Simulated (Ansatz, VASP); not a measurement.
# One calculation of SiPdRu5, two programs

```
Si Ru Pd
1.0
     5.08745    0.00000    0.00000
    -2.54373    4.40586    0.00000
     0.00000    0.00000    9.21145
Si Ru Pd
1 5 1
Direct
  0.00000 0.00000 0.00000
  0.50000 0.00000 0.50000
  0.00000 0.50000 0.50000
  0.50000 0.50000 0.50000
  0.00000 0.00000 0.76183
  0.00000 0.00000 0.23817
  0.00000 0.00000 0.50000
```

Alike in both runs: functional PBE; k mesh 5 × 5 × 2; occupations gaussian, width 0.2 eV; no spin polarisation.

Ansatz relaxed the structure, and its values are those at the end. VASP's run is a single point on that final structure, the one shown.

|  | VASP | Ansatz |
| --- | --- | --- |
| version | VASP 6.6.1 | Ansatz 0.2.0 |
| potentials or method | VASP PAW PBE potentials, release 64 (Si, Ru_pv, Pd), cutoff 500 eV | scalar-relativistic, plane waves, PAW |
| valence electrons in the cell | 84 | 102 |

|  | VASP | Ansatz | Ansatz less VASP |
| --- | --- | --- | --- |
| gap on the k mesh at the Fermi level (eV) | none | none | - |
| pressure (GPa) | -0.4 | -0.4 | +0.02 |
| rms of the force components (eV/Å) | 0.018 | 0.000 | -0.0172 |

A gap of «none» marks a metal or a gap that the smearing closes. VASP's potentials hold 84 valence electrons a cell and Ansatz's 102, so a difference there can come from the potentials and not from the codes.
